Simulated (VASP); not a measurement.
# TiCo2 in VASP: a series of runs

The runs below take TiCo2 through relaxation of cell and atoms, single point, with PBEsol.

Program: VASP 6.6.1. These are calculated values, not measurements. Logs are shortened: lines on timing, memory, paths and dates and some standing lists are left out, and cuts for length are marked.

**1. The cell of the first run**

It takes space group Fd-3m (No. 227, cubic). Conventional cell: a = 6.704 Å, b = 6.704 Å, c = 6.704 Å, α = 90.00°, β = 90.00°, γ = 90.00°. Ti (site symmetry -43m) has 12 Co at 2.78 Å and 4 Ti at 2.90 Å within 3.7 Å. Within 3.1 Å of Co (site symmetry -3m) lie 6 Co at 2.37 Å and 6 Ti at 2.78 Å.

**2. Relaxation of cell and atoms, PBEsol, collinear spin, ferrimagnetic start**

File INCAR:

```
SYSTEM = TiCo2
PREC = Accurate
ENCUT = 600
EDIFF = 1E-7
ISMEAR = 0
SIGMA = 0.1
LREAL = .False.
LASPH = .True.
NELM = 200
ALGO = Normal
ISIF = 3
LWAVE = .False.
LCHARG = .False.
ISPIN = 2
MAGMOM = -0.33 -0.33 0.85 0.85 0.85 0.85
LORBIT = 11
LMAXMIX = 4
GGA = PS
IBRION = 2
NSW = 100
EDIFFG = -0.05
GGA_COMPAT = .False.
NELMIN = 4
```

File KPOINTS:

```
Automatic mesh
0
Gamma
  6 6 6
  0 0 0
```

File POSCAR:

```
TiCo2
1.0
    0.0000000000      3.3520000000      3.3520000000
    3.3520000000      0.0000000000      3.3520000000
    3.3520000000      3.3520000000      0.0000000000
Ti Co
2 4
Direct
    0.0000000000      0.0000000000      0.0000000000
    0.2500000000      0.2500000000      0.2500000000
    0.6250000000      0.6250000000      0.6250000000
    0.1250000000      0.6250000000      0.6250000000
    0.6250000000      0.6250000000      0.1250000000
    0.6250000000      0.1250000000      0.6250000000
```

Potentials or basis: VASP PAW PBE potentials, release 64 (Ti_sv, Co).

On the command line:

```console
cat potpaw_PBE.64/Ti_sv/POTCAR potpaw_PBE.64/Co/POTCAR > POTCAR
mpirun -np 1 vasp_std > vasp.out
```

OUTCAR:

```text
SYSTEM = TiCo2
   PREC = Accurate
   ENCUT = 600
   EDIFF = 1E-7
   ISMEAR = 0
   LREAL = .False.
   LASPH = .True.
   NELM = 200
   ISIF = 3
   ISPIN = 2
   LORBIT = 11
   GGA = PS
   IBRION = 2
   NSW = 100
   EDIFFG = -0.05
   NELMIN = 4

 ion  position               nearest neighbor table
   1  0.000  0.000  0.000-   3 2.78   5 2.78   6 2.78   3 2.78   4 2.78   5 2.78   3 2.78   4 2.78
                             6 2.78   4 2.78   5 2.78   6 2.78   2 2.90   2 2.90   2 2.90   2 2.90
   2  0.250  0.250  0.250-   4 2.78   5 2.78   6 2.78   3 2.78   4 2.78   6 2.78   3 2.78   4 2.78
                             5 2.78   3 2.78   5 2.78   6 2.78   1 2.90   1 2.90   1 2.90   1 2.90
   3  0.625  0.625  0.625-   4 2.37   5 2.37   6 2.37   5 2.37   6 2.37   4 2.37   1 2.78   2 2.78
                             1 2.78   2 2.78   1 2.78   2 2.78
   4  0.125  0.625  0.625-   3 2.37   5 2.37   6 2.37   3 2.37   5 2.37   6 2.37   2 2.78   1 2.78
                             1 2.78   2 2.78   2 2.78   1 2.78
   5  0.625  0.625  0.125-   3 2.37   3 2.37   4 2.37   6 2.37   6 2.37   4 2.37   1 2.78   2 2.78
                             1 2.78   2 2.78   1 2.78   2 2.78
   6  0.625  0.125  0.625-   3 2.37   5 2.37   3 2.37   4 2.37   5 2.37   4 2.37   2 2.78   1 2.78
                             2 2.78   2 2.78   1 2.78   1 2.78

  LATTYP: Found a face centered cubic cell.
 ALAT       =     6.7040000000

  Lattice vectors:

 A1 = (   0.0000000000,   3.3520000000,   3.3520000000)
 A2 = (   3.3520000000,   0.0000000000,   3.3520000000)
 A3 = (   3.3520000000,   3.3520000000,   0.0000000000)

Analysis of symmetry for initial positions (statically):
=====================================================================
 Subroutine PRICEL returns:
 Original cell was already a primitive cell.

 Routine SETGRP: Setting up the symmetry group for a
 face centered cubic supercell.

 Subroutine GETGRP returns: Found 48 space group operations
 (whereof 24 operations were pure point group operations)
 out of a pool of 48 trial point group operations.

The static configuration has the point symmetry T_d .
 The point group associated with its full space group is O_h .

Analysis of symmetry for dynamics (positions and initial velocities):
=====================================================================
 Subroutine PRICEL returns:
 Original cell was already a primitive cell.

 Routine SETGRP: Setting up the symmetry group for a
 face centered cubic supercell.

 Subroutine GETGRP returns: Found 48 space group operations
 (whereof 24 operations were pure point group operations)
 out of a pool of 48 trial point group operations.

The dynamic configuration has the point symmetry T_d .
 The point group associated with its full space group is O_h .

Analysis of structural, dynamic, and magnetic symmetry:
=====================================================================
 Subroutine PRICEL returns:
 Original cell was already a primitive cell.

 Routine SETGRP: Setting up the symmetry group for a
 face centered cubic supercell.

 Subroutine GETGRP returns: Found 48 space group operations
 (whereof 24 operations were pure point group operations)
 out of a pool of 48 trial point group operations.

The overall configuration has the point symmetry T_d .
 The point group associated with its full space group is O_h .

 Subroutine INISYM returns: Found 48 space group operations
 (whereof 24 operations are pure point group operations),
 and found     1 'primitive' translations

----------------------------------------------------------------------------------------

                                     Primitive cell

  volume of cell :      75.3255

  direct lattice vectors                    reciprocal lattice vectors
     0.000000000  3.352000000  3.352000000    -0.149164678  0.149164678  0.149164678
     3.352000000  0.000000000  3.352000000     0.149164678 -0.149164678  0.149164678
     3.352000000  3.352000000  0.000000000     0.149164678  0.149164678 -0.149164678

  length of vectors
     4.740443861  4.740443861  4.740443861     0.258360801  0.258360801  0.258360801

  position of ions in fractional coordinates (direct lattice)
     0.000000000  0.000000000  0.000000000
     0.250000000  0.250000000  0.250000000
     0.625000000  0.625000000  0.625000000
     0.125000000  0.625000000  0.625000000
     0.625000000  0.625000000  0.125000000
     0.625000000  0.125000000  0.625000000

  ion indices of the primitive-cell ions
   primitive index   ion index
                 1           1
                 2           2
                 3           3
                 4           4
                 5           5
                 6           6

----------------------------------------------------------------------------------------

 KPOINTS: Automatic mesh

Automatic generation of k-mesh.
 Grid dimensions read from file:
 generate k-points for:    6    6    6

 Generating k-lattice:

  Cartesian coordinates                     Fractional coordinates (reciprocal lattice)
    -0.024860780  0.024860780  0.024860780     0.166666667  0.000000000  0.000000000
     0.024860780 -0.024860780  0.024860780     0.000000000  0.166666667  0.000000000
     0.024860780  0.024860780 -0.024860780     0.000000000  0.000000000  0.166666667

  Length of vectors
     0.043060133  0.043060133  0.043060133

  Shift w.r.t. Gamma in fractional coordinates (k-lattice)
     0.000000000  0.000000000  0.000000000

 Subroutine IBZKPT returns following result:
 ===========================================

 Found     16 irreducible k-points:

 Following reciprocal coordinates:
            Coordinates               Weight
  0.000000  0.000000  0.000000      1.000000
  0.166667  0.000000  0.000000      8.000000
  0.333333  0.000000  0.000000      8.000000
  0.500000  0.000000  0.000000      4.000000
  0.166667  0.166667  0.000000      6.000000
  0.333333  0.166667  0.000000     24.000000
[... 8 lines left out ...]
 -0.333333  0.333333  0.166667     24.000000
 -0.333333  0.500000  0.166667     12.000000
   k-points           NKPTS =     16   k-points in BZ     NKDIM =     16   number of bands    NBANDS=     37
   number of dos      NEDOS =    301   number of ions     NIONS =      6
   total plane-waves  NPLWV =  64000
   dimension x,y,z NGX =    40 NGY =   40 NGZ =   40
   dimension x,y,z NGXF=    80 NGYF=   80 NGZF=   80
   ions per type =               2   4
   NGX,Y,Z   is equivalent  to a cutoff of  14.03, 14.03, 14.03 a.u.
   NGXF,Y,Z  is equivalent  to a cutoff of  28.06, 28.06, 28.06 a.u.
 SYSTEM =  TiCo2
   PREC   = accura    normal or accurate (medium, high low for compatibility)
   ISTART =      0    job   : 0-new  1-cont  2-samecut
   ICHARG =      2    charge: 1-file 2-atom 10-const
   ISPIN  =      2    spin polarized calculation?
   LNONCOLLINEAR =      F non collinear calculations
   LSORBIT =      F    spin-orbit coupling
   LASPH  =      T    aspherical Exc in radial PAW
   ENCUT  =  600.0 eV  44.10 Ry    6.64 a.u.   9.47  9.47  9.47*2*pi/ulx,y,z
   NELM   =    200;   NELMIN=  4; NELMDL= -5     # of ELM steps
   EDIFF  = 0.1E-06   stopping-criterion for ELM
   LREAL  =      F    real-space projection
   EDIFFG = -.5E-01   stopping-criterion for IOM
   NSW    =    100    number of steps for IOM
   IBRION =      2    ionic relax: 0-MD 1-quasi-New 2-CG
   NFREE  =      1    steps in history (QN), initial steepest desc. (CG)
   ISIF   =      3    stress and relaxation
   ISYM   =      2    0-nonsym 1-usesym 2-fastsym
   POTIM  = 0.5000    time-step for ionic-motion
   TEBEG  =    0.0;   TEEND  =   0.0 temperature during run
   PSTRESS=    0.0 pullay stress
   NELECT =      60.0000    total number of electrons
   NUPDOWN=      -1.0000    fix difference up-down
   EMIN   =  10.00;   EMAX   =-10.00  energy-range for DOS
   EFERMI =   0.00;   METHOD = LEGACY
   ISMEAR =     0;   SIGMA  =   0.10  broadening in eV -4-tet -1-fermi 0-gaus
   EFERMI_NEDOS =   21; number of points for ismear=-14 and -15
   IALGO  =     38    algorithm
   IMIX   =      4    mixing-type and parameters
     AMIX     =   0.40;   BMIX     =  1.00
     AMIX_MAG =   1.60;   BMIX_MAG =  1.00
  volume/ion in A,a.u.               =      12.55        84.72
  Fermi-wavevector in a.u.,A,eV,Ry     =   1.517555  2.867764 31.333871  2.302975
  Thomas-Fermi vector in A             =   2.626795
   LORBIT       =     11    0 simple, 1 ext, 2 COOP (PROOUT), +10 PAW based schemes
   GGA     = PS    functional components
   LHFCALC =     F    Hartree Fock is set to
   AEXX    =    0.0000 exact exchange contribution
   IVDW    =     0    specifies the selected vdW correction
   LEPSILON=     F    determine dielectric tensor
   LRPA    =     F    only Hartree local field effects (RPA)
 conjugate gradient relaxation of ions
 spin polarized calculation
 Gauss-broadening in eV      SIGMA  =   0.10
  energy-cutoff  :      600.00
  volume of cell :       75.33
 maximum number of plane-waves:      2565
 NGX is ok and might be reduce to    40
   NGX = 19   NGY = 19   NGZ = 19

--------------------------------------- Ionic step        1  -------------------------------------------

 number of electron      59.9999994 magnetization       1.2222537

 Free energy of the ion-electron system (eV)
  ---------------------------------------------------
  ext. energy  EPLUGINS =         0.00000000
  ---------------------------------------------------
  free energy    TOTEN  =       -49.50332008 eV

  energy without entropy =      -49.45887725  energy(sigma->0) =      -49.48109867

 E-fermi :   9.6559     XC(G=0): -12.9402

 val. band max:        9.6482476670   @ k =   0.3333   0.1667   0.0000
 cond. band min:       9.6585367179   @ k =  -0.3333   0.1667   0.0000
 fundamental gap:      0.0102890508
 Fermi energy:         9.6559375570

 spin component 1

 k-point     1 :       0.0000    0.0000    0.0000
  band No.  band energies     occupation
      1     -47.2181      1.00000
      2     -47.1353      1.00000
      3     -23.6041      1.00000
      4     -23.6041      1.00000
      5     -23.6041      1.00000
      6     -23.4196      1.00000
[... 1345 lines left out ...]
  FREE ENERGIE OF THE ION-ELECTRON SYSTEM (eV)
  ---------------------------------------------------
  free  energy   TOTEN  =       -49.3616249071 eV

  energy  without entropy=      -49.3173317662  energy(sigma->0) =      -49.33947834

--------------------------------------- Ionic step        3  -------------------------------------------

 number of electron      60.0000012 magnetization       0.0055507

 number of electron      60.0000012 magnetization      -0.0011272

 Free energy of the ion-electron system (eV)
  ---------------------------------------------------
  ext. energy  EPLUGINS =         0.00000000
  ---------------------------------------------------
  free energy    TOTEN  =       -49.74522686 eV

  energy without entropy =      -49.69841305  energy(sigma->0) =      -49.72181995

 E-fermi :  10.6508     XC(G=0): -13.3377

 val. band max:       10.6480363800   @ k =  -0.3333   0.1667   0.0000
 cond. band min:      10.6537700488   @ k =  -0.3333   0.3333   0.1667
 fundamental gap:      0.0057336688
 Fermi energy:        10.6508457086

 spin component 1

 k-point     1 :       0.0000    0.0000    0.0000
  band No.  band energies     occupation
      1     -46.1915      1.00000
      2     -46.0807      1.00000
      3     -22.6105      1.00000
      4     -22.6105      1.00000
      5     -22.6105      1.00000
      6     -22.3780      1.00000
[... 1294 lines left out ...]
 POSITION                                       TOTAL-FORCE (eV/Angst)
 -----------------------------------------------------------------------------------
      0.00000      0.00000      0.00000        -0.000000     -0.000000     -0.000000
      1.63691      1.63691      1.63691         0.000000      0.000000      0.000000
      4.09229      4.09229      4.09229        -0.000000      0.000000     -0.000000
      4.09229      2.45537      2.45537        -0.000000      0.000000     -0.000000
      2.45537      2.45537      4.09229        -0.000000      0.000000     -0.000000
      2.45537      4.09229      2.45537        -0.000000      0.000000     -0.000000
 -----------------------------------------------------------------------------------
    total drift:                                0.000000      0.000000      0.000000

  FREE ENERGIE OF THE ION-ELECTRON SYSTEM (eV)
  ---------------------------------------------------
  free  energy   TOTEN  =       -49.7452268579 eV

  energy  without entropy=      -49.6984130485  energy(sigma->0) =      -49.72181995

 reached required accuracy - stopping structural energy minimisation

 total charge

# of ion       s       p       d       tot
------------------------------------------
    1        2.231   6.168   1.867  10.266
    2        2.231   6.168   1.867  10.266
    3        0.567   0.612   7.356   8.535
    4        0.567   0.612   7.356   8.535
    5        0.567   0.612   7.356   8.535
    6        0.567   0.612   7.356   8.535
--------------------------------------------------
tot          6.730  14.783  33.157  54.669

 magnetization (x)

# of ion       s       p       d       tot
------------------------------------------
    1        0.000   0.000   0.000   0.000
    2        0.000   0.000   0.000   0.000
    3        0.000   0.000  -0.000  -0.000
    4        0.000   0.000  -0.000  -0.000
    5        0.000   0.000  -0.000  -0.000
    6        0.000   0.000  -0.000  -0.000
--------------------------------------------------
tot          0.000   0.000  -0.001  -0.001
```

Wall time 4.6 min (1 thread of Intel Xeon 6975P-C (Granite Rapids), shared host); peak memory 0.34 GiB.

What came out:

```
Free energy                                           : -49.7452 eV
Relaxed volume                                        : 11.70 Å³/atom
Relaxed cell                                          : a = 4.630 Å, b = 4.630 Å, c = 4.630 Å, α = 60.00°, β = 60.00°, γ = 60.00°
Space group after relaxing (to 0.1 Å)                 : Fd-3m (No. 227)
Energy gained by relaxing                             : 40.3 meV/atom
Ionic steps                                           : 3
Pressure after relaxing                               : -0.2 GPa
Band gap on the k mesh                                : zero (filled and empty bands overlap)
Net moment                                            : 0.00 μB per cell
Valence electrons inside the program's atomic spheres : Ti 10.27; Co 8.54
```

Step by step:
```tsv
step	energy change (eV)	largest force (eV/Å)	pressure (GPa)	volume (Å³)
1	0.0000	0.0000	-13.41	75.33
2	0.1417	0.0000	23.38	64.44
3	-0.2419	0.0000	-0.21	70.18
```

Final structure:
```
Ti Co
1.0
     0.00000    3.27383    3.27383
     3.27383    0.00000    3.27383
     3.27383    3.27383    0.00000
Ti Co
2 4
Direct
  0.00000 0.00000 0.00000
  0.25000 0.25000 0.25000
  0.62500 0.62500 0.62500
  0.12500 0.62500 0.62500
  0.62500 0.62500 0.12500
  0.62500 0.12500 0.62500
```

Caveat: the PAW data sets were made with another functional, which shifts forces and pressure a little.

[end of part 1 of 2]
